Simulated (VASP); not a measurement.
A run of VASP 6.6.1:

File INCAR:

```
SYSTEM = Co
  PREC = Accurate
  ENCUT = 600
  EDIFF = 1E-6
  ISMEAR = -1
  SIGMA = 0.15
  LREAL = .FALSE.
  LASPH = .TRUE.
  NELM = 200
  ALGO = Normal
  ISIF = 2
  LWAVE = .FALSE.
  LCHARG = .FALSE.
  ISPIN = 2
  MAGMOM = 1.8 1.8 1.8 1.8 1.8 1.8
  LORBIT = 11
  LMAXMIX = 4
  NBANDS = 40
  GGA_COMPAT = .FALSE.
```

Contents of KPOINTS:

```
regular mesh
0
G
  6 6 6
  0 0 0
```

File POSCAR:

```
Co
1.0
    0.0000000000      3.2173720000      3.2173720000
    3.2173720000      0.0000000000      3.2173720000
    3.2173720000      3.2173720000      0.0000000000
Co
6
Direct
    0.2500000000      0.2500000000      0.2500000000
    0.0000000000      0.0000000000      0.0000000000
    0.6250000000      0.6250000000      0.1250000000
    0.6250000000      0.1250000000      0.6250000000
    0.1250000000      0.6250000000      0.6250000000
    0.6250000000      0.6250000000      0.6250000000
```

Potentials or basis: VASP PAW LDA potentials, release 64 (Co).

Launch:

```bash
$ cat potpaw_LDA.64/Co/POTCAR > POTCAR
$ mpirun -np 1 vasp_std > vasp.out
```

Hardware: 1 thread of AMD EPYC 9R45 96-Core Processor (Zen 5), with other jobs on the host.

Q: How long does it take, and how much memory?

A: It took 89 s on 1 thread of AMD EPYC 9R45 96-Core Processor (Zen 5), on a shared host, peak memory 0.2 GiB. Counts: scf iterations 20, k points 16.
